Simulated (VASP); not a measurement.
# Bi: single point with PBEsol

Bi:

```xyz
2
Lattice="3.4886 -3.1326 0.0000 3.4886 3.1326 0.0000 -1.2602 0.0000 3.1136" Properties=species:S:1:pos:R:3 pbc="T T T"
Bi    4.1738    0.0000    2.6695
Bi    1.5432    0.0000    0.4440
```

| Item | Value |
| --- | --- |
| Program | VASP 6.6.1 |
| Task | single point |
| Functional | PBEsol |
| Potentials or basis | VASP PAW PBE potentials, release 64 (Bi_d) |
| Cutoff | 520 eV |
| k mesh | 4 × 4 × 7 |
| Occupations | fermi-dirac, width 0.05 eV |
| Spin | non-collinear spin, zero start, spin-orbit coupling |
| Starting moments | [[0.0, 0.0, 0.0], [0.0, 0.0, 0.0]] μB |
| Dipole correction | no |
| Further INCAR settings | ALGO = Normal; EDIFF = 1e-06; NBANDS = 42 |

The pressure is -1.6 GPa. The largest force is 0.108 eV/Å. The net moment is 0.00 μB per cell. The valence electrons inside the program's atomic spheres are Bi 12.75.

Forces on the atoms (eV/Å):
```
Bi   0.041  0.000  0.100
Bi  -0.041  0.000 -0.100
```

Stress tensor (GPa, compression positive):
```
-1.02  0.00  0.46
 0.00 -2.02  0.00
 0.46  0.00 -1.76
```

Moments on the atoms (μB; x, y, z):
```
Bi  0.00 0.00 0.00
Bi  0.00 0.00 0.00
```

It took 4.4 min on 1 thread of Intel(R) Xeon(R) Platinum 8375C CPU @ 2.90GHz (Ice Lake), with other jobs on the host, peak memory 0.4 GiB.

Caveat: the PAW data sets were made with another functional, which shifts forces and pressure a little.
